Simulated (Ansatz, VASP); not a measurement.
## Two plane-wave programs on TePb

File POSCAR:

```
TePb
1.0
    0.0000000000      3.2678368430      3.2678368430
    3.2678368430      0.0000000000      3.2678368430
    3.2678368430      3.2678368430      0.0000000000
Pb Te
1 1
Direct
    0.0000000000      0.0000000000      0.0000000000
    0.5000000000      0.5000000000      0.5000000000
```

Contents of INCAR.step1:

```
ALGO = Normal
EDIFF = 1E-4
ENCUT = 520
GGA = PE
ISMEAR = 0
LASPH = T
LCHARG = F
LREAL = F
LWAVE = T
NBANDS = 17
NELM = 60
PREC = Accurate
SIGMA = 0.01
```

File INCAR.step2:

```
ALGO = Normal
EDIFF = 1E-6
ENCUT = 520
ISIF = 2
ISMEAR = 0
ISTART = 1
LASPH = T
LCHARG = F
LMIXTAU = T
LREAL = F
LWAVE = F
METAGGA = R2SCAN
NBANDS = 17
NELM = 60
PREC = Accurate
SIGMA = 0.01
```

File KPOINTS:

```
k-points
0
Gamma
  6 6 6
```

Input for Ansatz:

```yaml
crystal:
  lattice:
    - [0.0, 3.267836843, 3.267836843]
    - [3.267836843, 0.0, 3.267836843]
    - [3.267836843, 3.267836843, 0.0]
  atoms:
    - { symbol: Pb, position: [0.0, 0.0, 0.0] }
    - { symbol: Te, position: [0.5, 0.5, 0.5] }
kpoints:
  mp_grid: { grid: [6, 6, 6] }
hamiltonian:
  xc: r2scan
scf:
  occupations: { method: fixed }
  n_extra_bands: 4
output:
  forces: true
  stress: true
  eigenvalues: true
```

Alike in both runs: task single point; functional r2SCAN; k mesh 6 × 6 × 6; no spin polarisation.

|  | VASP | Ansatz |
| --- | --- | --- |
| version | VASP 6.6.1 | Ansatz 0.2.0 |
| potentials or method | VASP PAW PBE potentials, release 64 (Pb_d, Te) | plane waves, PAW |
| plane-wave cutoff (eV) | 520 | 500 |
| occupations | gaussian, width 0.01 eV | fixed |
| valence electrons in the cell | 20 | 30 |

|  | VASP | Ansatz | Ansatz less VASP |
| --- | --- | --- | --- |
| gap on the k mesh at the Fermi level (eV) | 1.09 | 1.09 | -0.003 |
| pressure (GPa) | 0.0 | 0.0 | +0.01 |

VASP's potentials were made for PBE, not for r2SCAN. VASP's potentials hold 20 valence electrons a cell and Ansatz's 30, so a difference there can come from the potentials and not from the codes.

Neither program's run includes spin-orbit coupling.
